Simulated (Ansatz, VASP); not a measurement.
**One calculation of AlNi, two programs**

INCAR

```
ALGO = Fast
EDIFF = 1E-7
ENCUT = 520
GGA = PE
ISIF = 2
ISMEAR = 0
LASPH = True
LCHARG = True
LELF = True
LREAL = False
LVHAR = True
LWAVE = False
NBANDS = 14
NELM = 60
PREC = Accurate
SIGMA = 0.15
```

File KPOINTS:

```
k-points
0
Gamma
  16 16 16
```

POSCAR

```
AlNi
1.0
    2.1447433238     -2.1447078321      0.0000000000
    2.1447433238      2.1447078321      0.0000000000
    0.0000000000      0.0000000000      3.0551000000
Al Ni
1 1
Direct
    0.0000000000      0.0000000000      0.0000000000
    0.5000000000      0.5000000000      0.5000000000
```

Input for Ansatz:

```yaml
crystal:
  lattice:
    - [2.1447433238, -2.1447078321, 0.0]
    - [2.1447433238, 2.1447078321, 0.0]
    - [0.0, 0.0, 3.0551]
  atoms:
    - { symbol: Al, position: [0.0, 0.0, 0.0] }
    - { symbol: Ni, position: [0.5, 0.5, 0.5] }
basis:
  ecutwfc: 520.0
kpoints:
  mp_grid: { grid: [16, 16, 16] }
hamiltonian:
  xc: pbe
  pseudopotentials: { kind: paw, azcp: { folder: soft_1 } }
scf:
  occupations: { method: gaussian, width: 0.15 }
output:
  forces: true
  stress: true
  eigenvalues: true
```

Alike in both runs: task single point; functional PBE; k mesh 16 × 16 × 16; occupations gaussian, width 0.15 eV; no spin polarisation.

|  | VASP | Ansatz |
| --- | --- | --- |
| version | VASP 6.6.1 | Ansatz 0.2.0 |
| potentials or method | VASP PAW PBE potentials, release 64 (Al, Ni), cutoff 520 eV | scalar-relativistic, plane waves, PAW |
| valence electrons in the cell | 13 | 21 |

VASP gave:

```
gap on the k mesh at the Fermi level (eV)                     : none
pressure (GPa)                                                : -17.0
traceless stress, the component that is largest in VASP (GPa) : -0.20
```

Problem. Which values does Ansatz return?

Solution. gap on the k mesh at the Fermi level (eV): none; pressure (GPa): -17.1; traceless stress, the component that is largest in VASP (GPa): -0.19.

A gap of «none» marks a metal or a gap that the smearing closes. VASP's potentials hold 13 valence electrons a cell and Ansatz's 21, so a difference there can come from the potentials and not from the codes. Ansatz's warnings: near symmetry operations not taken.
